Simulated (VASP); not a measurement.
CsEu3, 4 atoms in the cell. It takes space group Fm-3m (No. 225, cubic). Conventional cell: a = 9.693 Å, b = 9.693 Å, c = 9.693 Å, α = 90.00°, β = 90.00°, γ = 90.00°. Cs (site symmetry m-3m) has 14 Eu at 4.20 to 4.85 Å within 5.5 Å. Eu (site symmetry -43m) has 4 Cs at 4.20 Å and 10 Eu at 4.20 to 4.85 Å within 5.5 Å. Eu (site symmetry m-3m) has 8 Eu at 4.20 Å and 6 Cs at 4.85 Å within 5.5 Å. 

| Item | Value |
| --- | --- |
| Program | VASP 6.6.1 |
| Task | single point |
| Functional | PBE |
| Potentials or basis | VASP PAW PBE potentials, release 64 (Cs_sv, Eu) |
| Cutoff | 520 eV |
| k mesh | 4 × 4 × 4 |
| Occupations | fermi-dirac, width 0.1 eV |
| Spin | collinear spin, ferromagnetic start |
| Starting moments | [0.0, 9.1, 9.1, 9.1] μB |
| Dipole correction | no |
| Further INCAR settings | ALGO = Normal; EDIFF = 1e-06; NBANDS = 42 |

Potentials or basis: VASP PAW PBE potentials, release 64 (Cs_sv, Eu).

Launch:

```bash
$ cat potpaw_PBE.64/Cs_sv/POTCAR potpaw_PBE.64/Eu/POTCAR > POTCAR
$ mpirun -np 1 vasp_std > vasp.out
```

Hardware: 1 thread of Intel(R) Xeon(R) 6975P-C (Granite Rapids), with other jobs on the host.

Question: Estimate the wall time of this run.

Answer: It took 18 min on 1 thread of Intel(R) Xeon(R) 6975P-C (Granite Rapids) (shared host), peak memory 0.57 GiB. Counts: scf iterations 130, k points 8.
